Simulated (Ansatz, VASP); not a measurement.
**One calculation of MgO, two programs**

```
Mg O
1.0
     0.00000    2.10711    2.10711
     2.10711    0.00000    2.10711
     2.10711    2.10711    0.00000
Mg O
1 1
Cartesian
  0.0000 0.0500 0.0000
  2.1071 2.1071 2.1071
```

Change from the starting cell: all Mg atoms moved +0.050 Å, as atom 1 along Cartesian [0 1 0].

Alike in both runs: task single point; functional PBEsol; k mesh 10 × 10 × 10; occupations gaussian, width 0.05 eV; no spin polarisation.

|  | VASP | Ansatz |
| --- | --- | --- |
| version | VASP 6.6.1 | Ansatz 0.2.0 |
| potentials or method | VASP PAW PBE potentials, release 64 (Mg, O), cutoff 520 eV | scalar-relativistic, plane waves, PAW |
| valence electrons in the cell | 8 | 16 |

|  | VASP | Ansatz | Ansatz less VASP |
| --- | --- | --- | --- |
| gap on the k mesh at the Fermi level (eV) | 4.62 | 4.62 | 0.000 |
| least direct gap on the mesh (eV) | 4.62 | 4.62 | 0.000 |
| pressure (GPa) | -0.3 | 0.2 | +0.51 |
| traceless stress, the component that is largest in VASP (GPa) | 0.60 | 0.59 | -0.008 |
| rms of the force components (eV/Å) | 0.158 | 0.157 | -0.0018 |

VASP's potentials were made for PBE, not for PBEsol. Atom by atom the forces differ by 0.002 eV/Å (rms over components). With one functional, cell and mesh, what is left measures potentials, basis and numerics. VASP's potentials hold 8 valence electrons a cell and Ansatz's 16, so a difference there can come from the potentials and not from the codes.
